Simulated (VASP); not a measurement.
# MoS2 in VASP: further runs

Runs on MoS2. Level: r2SCAN. Tasks: single point.

Program: VASP 6.6.1. These are calculated values, not measurements. Logs are shortened: lines on timing, memory, paths and dates and some standing lists are left out, and cuts for length are marked.

## Step 1: The cell of the first run

The cell holds a slab with vacuum, 3 atoms: a = 3.184 Å, b = 3.184 Å, c = 17.335 Å, α = 90.00°, β = 90.00°, γ = 120.00°.

## Step 2: Single point, r2SCAN

POSCAR

```
MoS2
1.0
    3.1841260822      0.0000000000      0.0000000000
   -1.5920630411      2.7575340760      0.0000000000
    0.0000000000      0.0000000000     17.3345999500
Mo S
1 2
Direct
    0.0000000000      0.0000000000      0.0000000000
    0.3333333333      0.6666666667      0.9105070200
    0.3333333333      0.6666666667      0.0894929800
```

INCAR.step1

```
SYSTEM = MoS2
ALGO = Normal ; EDIFF = 1E-4
ENCUT = 520 ; GGA = PE
ISMEAR = 0 ; LASPH = .True.
LCHARG = .False. ; LREAL = .False.
LWAVE = .True. ; NBANDS = 20
NELM = 100 ; PREC = Accurate
SIGMA = 0.01
```

INCAR.step2

```
SYSTEM = MoS2
ALGO = Normal ; EDIFF = 1E-6
ENCUT = 520 ; ISIF = 2
ISMEAR = 0 ; ISTART = 1
LASPH = .True. ; LCHARG = .False.
LMIXTAU = .True. ; LREAL = .False.
LWAVE = .False. ; METAGGA = R2SCAN
NBANDS = 20 ; NELM = 100
PREC = Accurate ; SIGMA = 0.01
```

KPOINTS

```
k-points
0
Gamma
  12 12 2
  0 0 0
```

Potentials or basis: VASP PAW PBE potentials, release 64 (Mo_sv, S).

Launch:

```
$ cat potpaw_PBE.64/Mo_sv/POTCAR potpaw_PBE.64/S/POTCAR > POTCAR
$ cp INCAR.step1 INCAR
$ mpirun -np 1 vasp_std > vasp.out
$ cp INCAR.step2 INCAR
$ mpirun -np 1 vasp_std > vasp.out
```

OUTCAR:

```text
SYSTEM = MoS2
   EDIFF = 1E-6
   ENCUT = 520
   ISIF = 2
   ISMEAR = 0
   ISTART = 1
   LASPH = .True.
   LREAL = .False.
   METAGGA = R2SCAN
   NELM = 100
   PREC = Accurate

 ion  position               nearest neighbor table
   1  0.000  0.000  0.000-   2 2.41   3 2.41   2 2.41   3 2.41   2 2.41   3 2.41
   2  0.333  0.667  0.911-   1 2.41   1 2.41   1 2.41
   3  0.333  0.667  0.089-   1 2.41   1 2.41   1 2.41

  LATTYP: Found a hexagonal cell.
 ALAT       =     3.1841260822
 C/A-ratio  =     5.4440683260

  Lattice vectors:

 A1 = (   3.1841260822,   0.0000000000,   0.0000000000)
 A2 = (  -1.5920630411,   2.7575340760,   0.0000000000)
 A3 = (   0.0000000000,   0.0000000000,  17.3345999500)

Analysis of symmetry for initial positions (statically):
=====================================================================
 Subroutine PRICEL returns:
 Original cell was already a primitive cell.

 Routine SETGRP: Setting up the symmetry group for a
 hexagonal supercell.

 Subroutine GETGRP returns: Found 12 space group operations
 (whereof 12 operations were pure point group operations)
 out of a pool of 24 trial point group operations.

The static configuration has the point symmetry D_3h.

Analysis of symmetry for dynamics (positions and initial velocities):
=====================================================================
 Subroutine PRICEL returns:
 Original cell was already a primitive cell.

 Routine SETGRP: Setting up the symmetry group for a
 hexagonal supercell.

 Subroutine GETGRP returns: Found 12 space group operations
 (whereof 12 operations were pure point group operations)
 out of a pool of 24 trial point group operations.

The dynamic configuration has the point symmetry D_3h.

 Subroutine INISYM returns: Found 12 space group operations
 (whereof 12 operations are pure point group operations),
 and found     1 'primitive' translations

----------------------------------------------------------------------------------------

                                     Primitive cell

  volume of cell :     152.2036

  direct lattice vectors                    reciprocal lattice vectors
     3.184126082  0.000000000  0.000000000     0.314057915  0.181321422  0.000000000
    -1.592063041  2.757534076  0.000000000     0.000000000  0.362642844  0.000000000
     0.000000000  0.000000000 17.334599950     0.000000000  0.000000000  0.057688092

  length of vectors
     3.184126082  3.184126082 17.334599950     0.362642844  0.362642844  0.057688092

  position of ions in fractional coordinates (direct lattice)
     0.000000000  0.000000000  0.000000000
     0.333333333  0.666666667  0.910507020
     0.333333333  0.666666667  0.089492980

  ion indices of the primitive-cell ions
   primitive index   ion index
                 1           1
                 2           2
                 3           3

----------------------------------------------------------------------------------------

 KPOINTS: k-points

Automatic generation of k-mesh.
 Grid dimensions read from file:
 generate k-points for:   12   12    2

 Generating k-lattice:

  Cartesian coordinates                     Fractional coordinates (reciprocal lattice)
     0.026171493  0.015110119  0.000000000     0.083333333 -0.000000000  0.000000000
     0.000000000  0.030220237  0.000000000     0.000000000  0.083333333  0.000000000
     0.000000000  0.000000000  0.028844046     0.000000000  0.000000000  0.500000000

  Length of vectors
     0.030220237  0.030220237  0.028844046

  Shift w.r.t. Gamma in fractional coordinates (k-lattice)
     0.000000000  0.000000000  0.000000000

 Subroutine IBZKPT returns following result:
 ===========================================

 Found     38 irreducible k-points:

 Following reciprocal coordinates:
            Coordinates               Weight
  0.000000  0.000000  0.000000      1.000000
  0.083333  0.000000  0.000000      6.000000
  0.166667  0.000000  0.000000      6.000000
  0.250000  0.000000  0.000000      6.000000
  0.333333  0.000000  0.000000      6.000000
  0.416667 -0.000000  0.000000      6.000000
[... 16 lines left out ...]
  0.250000  0.000000  0.500000      6.000000
  0.333333  0.000000  0.500000      6.000000
 [... further k-points ...]
   k-points           NKPTS =     38   k-points in BZ     NKDIM =     38   number of bands    NBANDS=     20
   number of dos      NEDOS =    301   number of ions     NIONS =      3
   total plane-waves  NPLWV =  80640
   dimension x,y,z NGX =    24 NGY =   24 NGZ =  140
   dimension x,y,z NGXF=    48 NGYF=   48 NGZF=  280
   ions per type =               1   2
   NGX,Y,Z   is equivalent  to a cutoff of  12.53, 12.53, 13.43 a.u.
   NGXF,Y,Z  is equivalent  to a cutoff of  25.06, 25.06, 26.85 a.u.
 SYSTEM =  MoS2
   PREC   = accura    normal or accurate (medium, high low for compatibility)
   ISTART =      1    job   : 0-new  1-cont  2-samecut
   ICHARG =      0    charge: 1-file 2-atom 10-const
   ISPIN  =      1    spin polarized calculation?
   LNONCOLLINEAR =      F non collinear calculations
   LSORBIT =      F    spin-orbit coupling
   LASPH  =      T    aspherical Exc in radial PAW
   ENCUT  =  520.0 eV  38.22 Ry    6.18 a.u.   5.92  5.92 32.23*2*pi/ulx,y,z
   NELM   =    100;   NELMIN=  2; NELMDL=  0     # of ELM steps
   EDIFF  = 0.1E-05   stopping-criterion for ELM
   LREAL  =      F    real-space projection
   EDIFFG = 0.1E-04   stopping-criterion for IOM
   NSW    =      0    number of steps for IOM
   IBRION =     -1    ionic relax: 0-MD 1-quasi-New 2-CG
   NFREE  =      0    steps in history (QN), initial steepest desc. (CG)
   ISIF   =      2    stress and relaxation
   ISYM   =      2    0-nonsym 1-usesym 2-fastsym
   POTIM  = 0.5000    time-step for ionic-motion
   TEBEG  =    0.0;   TEEND  =   0.0 temperature during run
   PSTRESS=    0.0 pullay stress
   NELECT =      26.0000    total number of electrons
   NUPDOWN=      -1.0000    fix difference up-down
   EMIN   =  10.00;   EMAX   =-10.00  energy-range for DOS
   EFERMI =   0.00;   METHOD = LEGACY
   ISMEAR =     0;   SIGMA  =   0.01  broadening in eV -4-tet -1-fermi 0-gaus
   EFERMI_NEDOS =   21; number of points for ismear=-14 and -15
   IALGO  =     38    algorithm
   IMIX   =      4    mixing-type and parameters
     AMIX     =   0.40;   BMIX     =  1.00
     AMIX_MAG =   1.60;   BMIX_MAG =  1.00
  volume/ion in A,a.u.               =      50.73       342.37
  Fermi-wavevector in a.u.,A,eV,Ry     =   0.908359  1.716550 11.226391  0.825116
  Thomas-Fermi vector in A             =   2.032276
   LORBIT       =      0    0 simple, 1 ext, 2 COOP (PROOUT), +10 PAW based schemes
   METAGGA = R2SCAN    functional components
   LHFCALC =     F    Hartree Fock is set to
   AEXX    =    0.0000 exact exchange contribution
   IVDW    =     0    specifies the selected vdW correction
   LEPSILON=     F    determine dielectric tensor
   LRPA    =     F    only Hartree local field effects (RPA)
 non-spin polarized calculation
 Gauss-broadening in eV      SIGMA  =   0.01
  energy-cutoff  :      520.00
  volume of cell :      152.20
 maximum number of plane-waves:      4126
 NGX is ok and might be reduce to    24
   NGX = 11   NGY = 11   NGZ = 65

 number of electron      25.9999999 magnetization

 Free energy of the ion-electron system (eV)
  ---------------------------------------------------
  ext. energy  EPLUGINS =         0.00000000
  ---------------------------------------------------
  free energy    TOTEN  =       -45.00121499 eV

  energy without entropy =      -45.00121499  energy(sigma->0) =      -45.00121499

 E-fermi :  -1.4799     XC(G=0):  -4.4302

 val. band max:       -1.5632857105   @ k =   0.0000   0.0000   0.0000
 cond. band min:       0.1179438024   @ k =   0.3333   0.3333   0.0000
 fundamental gap:      1.6812295130
 Fermi energy:        -1.4798562352

 k-point     1 :       0.0000    0.0000    0.0000
  band No.  band energies     occupation
      1     -64.4312      2.00000
      2     -37.8434      2.00000
      3     -37.6356      2.00000
      4     -37.6356      2.00000
      5     -16.4079      2.00000
      6     -15.0016      2.00000
[... 12 lines left out ...]
     19       4.7760      0.00000
     20       5.1098      0.00000

 k-point     2 :       0.0833    0.0000    0.0000
  band No.  band energies     occupation
      1     -64.4284      2.00000
      2     -37.8378      2.00000
      3     -37.6630      2.00000
      4     -37.6418      2.00000
      5     -16.3011      2.00000
      6     -14.9601      2.00000
[... 12 lines left out ...]
     19       4.9111      0.00000
     20       5.5123      0.00000

 k-point     3 :       0.1667    0.0000    0.0000
  band No.  band energies     occupation
      1     -64.4209      2.00000
      2     -37.8228      2.00000
      3     -37.7374      2.00000
      4     -37.6587      2.00000
      5     -15.9979      2.00000
      6     -14.8427      2.00000
[... 12 lines left out ...]
     19       5.3061      0.00000
     20       6.0880      0.00000

 k-point     4 :       0.2500    0.0000    0.0000
  band No.  band energies     occupation
      1     -64.4106      2.00000
      2     -37.8377      2.00000
      3     -37.8021      2.00000
      4     -37.6817      2.00000
      5     -15.5507      2.00000
      6     -14.6710      2.00000
[... 12 lines left out ...]
     19       5.9197      0.00000
     20       6.6266      0.00000

 k-point     5 :       0.3333    0.0000    0.0000
  band No.  band energies     occupation
      1     -64.4002      2.00000
      2     -37.9364      2.00000
      3     -37.7814      2.00000
      4     -37.7046      2.00000
      5     -15.0516      2.00000
      6     -14.4836      2.00000
[... 12 lines left out ...]
     19       6.5685      0.00000
     20       6.8257      0.00000

 k-point     6 :       0.4167   -0.0000    0.0000
  band No.  band energies     occupation
      1     -64.3926      2.00000
      2     -38.0078      2.00000
      3     -37.7662      2.00000
      4     -37.7213      2.00000
      5     -14.6391      2.00000
      6     -14.3342      2.00000
[... 12 lines left out ...]
     19       6.7745      0.00000
     20       7.0240      0.00000

 k-point     7 :       0.5000    0.0000    0.0000
  band No.  band energies     occupation
      1     -64.3898      2.00000
      2     -38.0337      2.00000
      3     -37.7606      2.00000
      4     -37.7274      2.00000
      5     -14.4747      2.00000
      6     -14.2764      2.00000
[... 12 lines left out ...]
     19       6.8547      0.00000
     20       7.3239      0.00000
[... 277 lines left out ...]
 k-point    20 :       0.0000    0.0000    0.5000
  band No.  band energies     occupation
      1     -64.4312      2.00000
      2     -37.8434      2.00000
      3     -37.6356      2.00000
      4     -37.6356      2.00000
      5     -16.4079      2.00000
      6     -15.0016      2.00000
[... 12 lines left out ...]
     19       4.5793      0.00000
     20       5.2428      0.00000

 k-point    21 :       0.0833    0.0000    0.5000
  band No.  band energies     occupation
      1     -64.4284      2.00000
      2     -37.8378      2.00000
      3     -37.6630      2.00000
      4     -37.6418      2.00000
      5     -16.3011      2.00000
      6     -14.9601      2.00000
[... 12 lines left out ...]
     19       4.7733      0.00000
     20       5.6888      0.00000

 k-point    22 :       0.1667    0.0000    0.5000
  band No.  band energies     occupation
      1     -64.4209      2.00000
      2     -37.8228      2.00000
      3     -37.7374      2.00000
      4     -37.6587      2.00000
      5     -15.9979      2.00000
      6     -14.8427      2.00000
[... 12 lines left out ...]
     19       5.1938      0.00000
     20       6.2848      0.00000

 k-point    23 :       0.2500    0.0000    0.5000
  band No.  band energies     occupation
      1     -64.4106      2.00000
      2     -37.8377      2.00000
      3     -37.8021      2.00000
      4     -37.6817      2.00000
      5     -15.5506      2.00000
      6     -14.6710      2.00000
[... 12 lines left out ...]
     19       5.7611      0.00000
     20       6.8445      0.00000

 k-point    24 :       0.3333    0.0000    0.5000
  band No.  band energies     occupation
      1     -64.4002      2.00000
      2     -37.9364      2.00000
      3     -37.7814      2.00000
      4     -37.7046      2.00000
      5     -15.0516      2.00000
      6     -14.4836      2.00000
[... 12 lines left out ...]
     19       6.4502      0.00000
     20       6.8489      0.00000

 [... further k-points ...]
[... 5 lines left out ...]
  --------------------------------------------------------------------------------------
  -------------------------------------------------------------------------------------
  Total        0.0257860      0.0257860      0.0507134      0.0000000      0.0000000      0.0000000
  in kB        0.2714376      0.2714376      0.5338371      0.0000000      0.0000000      0.0000000
  external PRESSURE =       0.3589041 kB  Pullay stress =       0.0000000 kB

 VOLUME and BASIS-vectors are now :
 -----------------------------------------------------------------------------
  energy-cutoff  :      520.00
  volume of cell :      152.20
      direct lattice vectors                 reciprocal lattice vectors
     3.184126082  0.000000000  0.000000000     0.314057915  0.181321422  0.000000000
    -1.592063041  2.757534076  0.000000000     0.000000000  0.362642844  0.000000000
     0.000000000  0.000000000 17.334599950     0.000000000  0.000000000  0.057688092

 POSITION                                       TOTAL-FORCE (eV/Angst)
 -----------------------------------------------------------------------------------
      0.00000      0.00000      0.00000        -0.000000     -0.000000      0.000000
     -0.00000      1.83836     15.78327         0.000000      0.000000     -0.021546
     -0.00000      1.83836      1.55133         0.000000      0.000000      0.021546
 -----------------------------------------------------------------------------------
    total drift:                               -0.000000      0.000000     -0.000000

  FREE ENERGIE OF THE ION-ELECTRON SYSTEM (eV)
  ---------------------------------------------------
  free  energy   TOTEN  =       -45.0012149901 eV

  energy  without entropy=      -45.0012149901  energy(sigma->0) =      -45.00121499
```

Wall time 5.9 min (1 thread of Intel Xeon 6975P-C, shared host); peak memory 0.36 GiB.

Results:

| Item | Value |
| --- | --- |
| Free energy | -45.0012 eV |
| Largest force | 0.022 eV/Å |
| Band gap on the k mesh | 1.68 eV, indirect (least direct gap 1.77 eV) |

Forces on the atoms (eV/Å):
```
Mo   0.000  0.000  0.000
S    0.000  0.000 -0.022
S    0.000  0.000  0.022
```

Caveat: the PAW data sets were made with another functional, which shifts forces and pressure a little.

## Step 3: Single point, r2SCAN

This run uses another cell than the first one, of 47.69 Å³/atom, 0.940 times its volume.

POSCAR

```
MoS2
1.0
    3.1191256785      0.0000000000      0.0000000000
   -1.5595628393      2.7012420752      0.0000000000
    0.0000000000      0.0000000000     16.9807333112
Mo S
1 2
Direct
    0.0000000000      0.0000000000      0.0000000000
    0.3333333333      0.6666666667      0.9105070200
    0.3333333333      0.6666666667      0.0894929800
```

INCAR.step1

```
SYSTEM = MoS2
PREC     = Accurate       ! precision mode
ENCUT    = 520            ! plane-wave cutoff, eV
ISMEAR   = -1             ! smearing method
SIGMA    = 0.05           ! smearing width, eV
LREAL    = .FALSE.        ! projectors in reciprocal space
LASPH    = .TRUE.         ! aspherical terms in the spheres
NELM     = 80             ! most SCF steps
NBANDS   = 20             ! bands
GGA      = PE             ! functional
ALGO     = Normal         ! electronic algorithm
EDIFF    = 1E-4           ! SCF threshold, eV
LWAVE    = .TRUE.         ! write WAVECAR
LCHARG   = .FALSE.        ! write CHGCAR
```

INCAR.step2

```
SYSTEM = MoS2
PREC     = Accurate       ! precision mode
ENCUT    = 520            ! plane-wave cutoff, eV
EDIFF    = 1E-6           ! SCF threshold, eV
ISMEAR   = -1             ! smearing method
SIGMA    = 0.05           ! smearing width, eV
LREAL    = .FALSE.        ! projectors in reciprocal space
LASPH    = .TRUE.         ! aspherical terms in the spheres
NELM     = 80             ! most SCF steps
ALGO     = Normal         ! electronic algorithm
ISIF     = 2              ! what is computed and relaxed
LWAVE    = .FALSE.        ! write WAVECAR
LCHARG   = .TRUE.         ! write CHGCAR
METAGGA  = R2SCAN         ! meta-GGA
LMIXTAU  = .TRUE.       
LELF     = .TRUE.         ! ELF
LVHAR    = .TRUE.       
NBANDS   = 20             ! bands
ISTART   = 1
```

KPOINTS

```
Automatic mesh
0
G
  10 10 2
  0 0 0
```

Potentials or basis: VASP PAW PBE potentials, release 64 (Mo_sv, S).

Launch:

```
$ cat potpaw_PBE.64/Mo_sv/POTCAR potpaw_PBE.64/S/POTCAR > POTCAR
$ cp INCAR.step1 INCAR
$ mpirun -np 1 vasp_std > vasp.out
$ cp INCAR.step2 INCAR
$ mpirun -np 1 vasp_std > vasp.out
```

It took 3.3 min on 1 thread of Intel Xeon Platinum 8259CL at 2.50GHz (Skylake/Cascade Lake), shared host; peak memory 0.32 GiB.

It converged, with:

* Free energy: -44.8965 eV
* Largest force: 1.169 eV/Å
* Band gap on the k mesh: 2.01 eV, indirect (least direct gap 2.23 eV)

Forces on the atoms (eV/Å):
```
Mo   0.000  0.000  0.000
S    0.000  0.000 -1.169
S    0.000  0.000  1.169
```

Levels at points of the mesh, in eV from the valence-band top:
```csv
k point,band 10,band 11,band 12,band 13,band 14,band 15,band 16,band 17
"(0.00, 0.00, 0.00)",-1.97,-1.78,-1.78,0.00,3.11,3.11,3.47,3.47
"(0.50, 0.00, 0.00)",-3.63,-2.06,-1.12,-0.71,2.56,3.14,4.42,4.93
"(0.00, 0.00, 0.50)",-1.97,-1.78,-1.78,0.00,3.11,3.11,3.47,3.47
"(0.50, 0.00, 0.50)",-3.63,-2.06,-1.12,-0.71,2.56,3.14,4.42,4.93
```

Caveat: the PAW data sets were made with another functional, which shifts forces and pressure a little.

(Continued in part 2 of 2.)
